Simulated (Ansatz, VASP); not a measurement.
Ti3Al: VASP beside Ansatz

File INCAR:

```
SYSTEM = Ti3Al
PREC = Accurate
ENCUT = 600
EDIFF = 1E-6
ISMEAR = -1
SIGMA = 0.15
LREAL = .False.
LASPH = .True.
NELM = 80
ALGO = Fast
ISIF = 3
LWAVE = .False.
LCHARG = .False.
GGA = CA
IBRION = 2
NSW = 80
EDIFFG = -0.001
```

File KPOINTS:

```
Automatic mesh
0
Gamma
  6 6 6
  0 0 0
```

File POSCAR:

```
Ti3Al
1.0
    5.6159412359      0.0000000000      0.0000000000
   -2.8079706180      4.8635477765      0.0000000000
    0.0000000000      0.0000000000      4.5657584285
Ti Al
6 2
Direct
    0.8302898577      0.6605797155      0.2500000000
    0.1697101423      0.8302898577      0.7500000000
    0.3394202845      0.1697101423      0.2500000000
    0.1697101423      0.3394202845      0.7500000000
    0.8302898577      0.1697101423      0.2500000000
    0.6605797155      0.8302898577      0.7500000000
    0.3333333333      0.6666666667      0.2500000000
    0.6666666667      0.3333333333      0.7500000000
```

Input for Ansatz:

```yaml
crystal:
  lattice:
    - [5.6159412359, 0.0, 0.0]
    - [-2.807970618, 4.8635477765, 0.0]
    - [0.0, 0.0, 4.5657584285]
  atoms:
    - { symbol: Ti, position: [0.8302898577, 0.6605797155, 0.25] }
    - { symbol: Ti, position: [0.1697101423, 0.8302898577, 0.75] }
    - { symbol: Ti, position: [0.3394202845, 0.1697101423, 0.25] }
    - { symbol: Ti, position: [0.1697101423, 0.3394202845, 0.75] }
    - { symbol: Ti, position: [0.8302898577, 0.1697101423, 0.25] }
    - { symbol: Ti, position: [0.6605797155, 0.8302898577, 0.75] }
    - { symbol: Al, position: [0.3333333333, 0.6666666667, 0.25] }
    - { symbol: Al, position: [0.6666666667, 0.3333333333, 0.75] }
basis:
  ecutwfc: 420
kpoints:
  mp_grid: { grid: [6, 6, 6] }
hamiltonian:
  xc: lda
  pseudopotentials: { kind: paw, azcp: { folder: soft_1 } }
scf:
  occupations: { method: fermi_dirac, width: 0.15 }
output:
  forces: true
  stress: true
  eigenvalues: true
  write_density: true
  write_potential: true
  elf: true
  volumetric_format: npy
relax:
  adjacent_minimum: "off"
  f_tol: 0.001
  max_steps: 60
  cell: { stress_tol: 0.01 }
```

Alike in both runs: task relaxation of cell and atoms; functional LDA; k mesh 6 × 6 × 6; occupations fermi-dirac, width 0.15 eV; no spin polarisation.

|  | VASP | Ansatz |
| --- | --- | --- |
| version | VASP 6.6.1 | Ansatz 0.2.0 |
| potentials or method | VASP PAW LDA potentials, release 64 (Ti_sv, Al), cutoff 600 eV | scalar-relativistic, plane waves, PAW |
| valence electrons in the cell | 78 | 78 |

Ansatz gave:

```
gap on the k mesh at the Fermi level, each at its own relaxed structure (eV) : none
relaxed volume (Å³/atom)                                                     : 15.64
relaxed cell length with the largest relative difference (Å)                 : 4.565
```

Q: What did VASP give for the same quantities?

A: gap on the k mesh at the Fermi level, each at its own relaxed structure (eV): none; relaxed volume (Å³/atom): 15.65; relaxed cell length with the largest relative difference (Å): 4.566.

Ansatz warns that its potentials were made for another functional, while VASP's fit it. LDA's correlation is that of Perdew and Zunger in VASP and of Perdew and Wang (1992) in Ansatz. A gap of «none» marks a metal or a gap that the smearing closes.
